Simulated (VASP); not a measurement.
Wanted: the native input for a VASP 6.6.1 run.

* Task: single point
* Functional: RPBE
* Dispersion: D4
* Potentials or basis: VASP PAW PBE potentials, release 64 (Pb_d, F)
* Cutoff: 600 eV
* k mesh: 8 × 8 × 8
* Occupations: fermi-dirac, width 0.05 eV
* Spin: no spin polarisation
* Dipole correction: no
* Further INCAR settings: ALGO = Normal; EDIFF = 1e-06; NBANDS = 21

The structure of PbF2 lies in POSCAR:

```
PbF2
1.0
    0.0000000000      3.0125798673      3.0125798673
    3.0125798673      0.0000000000      3.0125798673
    3.0125798673      3.0125798673      0.0000000000
Pb F
1 2
Direct
    0.0000000000      0.0000000000      0.0000000000
    0.7500000000      0.7500000000      0.7500000000
    0.2500000000      0.2500000000      0.2500000000
```

One way to write it, as run:

INCAR

```
PREC = Accurate
ENCUT = 600
EDIFF = 1E-6
ISMEAR = -1
SIGMA = 0.05
LREAL = F
LASPH = T
NELM = 120
ALGO = Normal
ISIF = 2
LWAVE = F
LCHARG = T
GGA = RP
IVDW = 13
LELF = T
LVHAR = T
NBANDS = 21
GGA_COMPAT = F
```

KPOINTS

```
regular mesh
0
Gamma
  8 8 8
```

Potentials or basis: VASP PAW PBE potentials, release 64 (Pb_d, F).

Run with:

```bash
$ cat potpaw_PBE.64/Pb_d/POTCAR potpaw_PBE.64/F/POTCAR > POTCAR
$ mpirun -np 1 vasp_std > vasp.out
```

Results of the run:

* Pressure: -0.2 GPa
* Band gap on the k mesh: 4.55 eV (least direct gap 4.68 eV)
* Dispersion energy per atom: -0.378 eV

Caveat: the PAW data sets were made with another functional, which shifts forces and pressure a little; spin-orbit coupling is left out, which moves the levels of the heavy elements.

Wall time 26 s on 1 thread of AMD EPYC 9R45 (Zen 5), with other jobs on the host, peak memory 0.19 GiB.
